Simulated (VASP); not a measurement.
The system is Sn.

```
Sn
1.0
    -2.91964    2.91964    1.59380
     2.91964   -2.91964    1.59380
     2.91964    2.91964   -1.59380
Sn
2
Direct
  0.00000 0.00000 0.00000
  0.75000 0.25000 0.50000
```

| Property | Result |
| --- | --- |
| Program | VASP 6.6.1 |
| Task | relaxation of cell and atoms |
| Functional | PBE |
| Potentials or basis | VASP PAW PBE potentials, release 64 (Sn_d) |
| Cutoff | 500 eV |
| k mesh | 12 × 12 × 12 |
| Occupations | fermi-dirac, width 0.1 eV |
| Spin | no spin polarisation |

At the start: pressure 2.3 GPa; volume 27.17 Å³/atom.

Question: Where does the relaxation end?

Answer: Over 5 steps the energy falls by 8.7 meV/atom and the volume is 28.40 Å³/atom (+4.5 %); space group I4_1/amd (No. 141, to 0.1 Å) before and after.

Step by step:
```
step  energy change (eV)  largest force (eV/Å)  pressure (GPa)  volume (Å³)
   1              0.0000                0.0000            2.31        54.34
   2             -0.0163                0.0000           -0.54        57.49
   3             -0.0174                0.0000            0.00        56.82
   4             -0.0174                0.0000           -0.05        56.87
   5             -0.0175                0.0000            0.01        56.80
```

Final structure:
```
Sn
1.0
    -2.96709    2.96709    1.61298
     2.96709   -2.96709    1.61298
     2.96709    2.96709   -1.61298
Sn
2
Direct
  0.00000 0.00000 0.00000
  0.75000 0.25000 0.50000
```
